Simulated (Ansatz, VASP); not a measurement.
# Eu in VASP and in Ansatz

Contents of INCAR:

```
PREC = Accurate ; ENCUT = 520
EDIFF = 1E-7 ; ISMEAR = -1
SIGMA = 0.05 ; LREAL = False
LASPH = True ; NELM = 150
ALGO = Normal ; ISIF = 2
LWAVE = False ; LCHARG = False
ISPIN = 2 ; MAGMOM = 8.8
LORBIT = 11 ; NUPDOWN = 8.8
LMAXMIX = 6 ; GGA = PS
NBANDS = 18
```

The input KPOINTS:

```
Automatic mesh
0
Gamma
  7 7 7
```

Contents of POSCAR:

```
Eu
1.0
   -2.3030000000      2.3030000000      2.3030000000
    2.3030000000     -2.3030000000      2.3030000000
    2.3030000000      2.3030000000     -2.3030000000
Eu
1
Direct
    0.0000000000      0.0000000000      0.0000000000
```

Contents of input.yaml:

```yaml
crystal:
  lattice:
    - [-2.303, 2.303, 2.303]
    - [2.303, -2.303, 2.303]
    - [2.303, 2.303, -2.303]
  atoms:
    - { symbol: Eu, position: [0.0, 0.0, 0.0], spin: 8.8 }
hamiltonian:
  xc: pbesol
  pseudopotentials: { kind: paw }
magnetization:
  spin_polarized: true
  initial_magnetization: 8.8
  spin_locking: { lock_magnetization: hard }
kpoints:
  mp_grid: { grid: [7, 7, 7] }
scf:
  occupations: { method: fermi_dirac, width: 0.05 }
  lower_state_search: "off"
output:
  forces: true
  stress: true
  eigenvalues: true
```

Alike in both runs: task single point; functional PBEsol; k mesh 7 × 7 × 7; occupations fermi-dirac, width 0.05 eV; collinear spin; fixed moment 8.8 μB.

|  | VASP | Ansatz |
| --- | --- | --- |
| version | VASP 6.6.1 | Ansatz 0.2.0 |
| potentials or method | VASP PAW PBE potentials, release 64 (Eu) | Ansatz PAW |
| plane-wave cutoff (eV) | 520 | 420 |
| valence electrons in the cell | 17 | 17 |

|  | VASP | Ansatz | Ansatz less VASP |
| --- | --- | --- | --- |
| pressure (GPa) | -3.1 | -2.8 | +0.32 |
| net moment per atom (μB) | 8.80 | 8.80 | 0.000 |
| size of the moment on the site where the two differ most (μB) | 6.99 | 7.80 | +0.808 |

VASP's potentials were made for PBE, not for PBEsol. Site moments also hang on the region over which each program counts them.

Spin-orbit coupling is off throughout.
